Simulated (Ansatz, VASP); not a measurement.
Two plane-wave programs on Zr

The input INCAR:

```
SYSTEM = Zr
ALGO = Fast ; EDIFF = 1E-6
ENCUT = 520 ; GGA = PS
ISIF = 2 ; ISMEAR = 0
LASPH = .True. ; LCHARG = .False.
LREAL = .False. ; LWAVE = .False.
NBANDS = 19 ; NELM = 80
PREC = Accurate ; SIGMA = 0.15
```

Contents of KPOINTS:

```
k-points
0
Gamma
  18 18 10
  0 0 0
```

File POSCAR:

```
Zr
1.0
    3.3289581692      0.0000000000      0.0000000000
   -1.6644790846      2.8829623427      0.0000000000
    0.0000000000      0.0000000000      5.0697950000
Zr
2
Direct
    0.3333333333      0.6666666667      0.2500000000
    0.6666666667      0.3333333333      0.7500000000
```

Input for Ansatz:

```yaml
crystal:
  lattice:
    - [3.3289581692, 0.0, 0.0]
    - [-1.6644790846, 2.8829623427, 0.0]
    - [0.0, 0.0, 5.069795]
  atoms:
    - { symbol: Zr, position: [0.3333333333, 0.6666666667, 0.25] }
    - { symbol: Zr, position: [0.6666666667, 0.3333333333, 0.75] }
basis:
  ecutwfc: 420
kpoints:
  mp_grid: { grid: [18, 18, 10] }
hamiltonian:
  xc: pbesol
scf:
  occupations: { method: gaussian, width: 0.15 }
output:
  forces: true
  stress: true
  eigenvalues: true
  write_density: true
  write_potential: true
  elf: true
  volumetric_format: npy
```

Change from the starting cell: strain +0.030 along x and y, -0.015 along z, atoms carried along.

Alike in both runs: task single point; functional PBEsol; k mesh 18 × 18 × 10; occupations gaussian, width 0.15 eV; no spin polarisation.

|  | VASP | Ansatz |
| --- | --- | --- |
| version | VASP 6.6.1 | Ansatz 0.2.0 |
| potentials or method | VASP PAW PBE potentials, release 64 (Zr_sv), cutoff 520 eV | scalar-relativistic, plane waves, PAW |
| valence electrons in the cell | 24 | 24 |

VASP gave:

| Quantity | Value |
| --- | --- |
| gap on the k mesh at the Fermi level (eV) | none |
| pressure (GPa) | -6.6 |
| traceless stress, the component that is largest in VASP (GPa) | 2.60 |

Q: Estimate Ansatz's values.

A: gap on the k mesh at the Fermi level (eV): none; pressure (GPa): -6.7; traceless stress, the component that is largest in VASP (GPa): 2.59.

VASP's potentials were made for PBE, not for PBEsol. A gap of «none» marks a metal or a gap that the smearing closes. With one functional, cell and mesh, what is left measures potentials, basis and numerics.
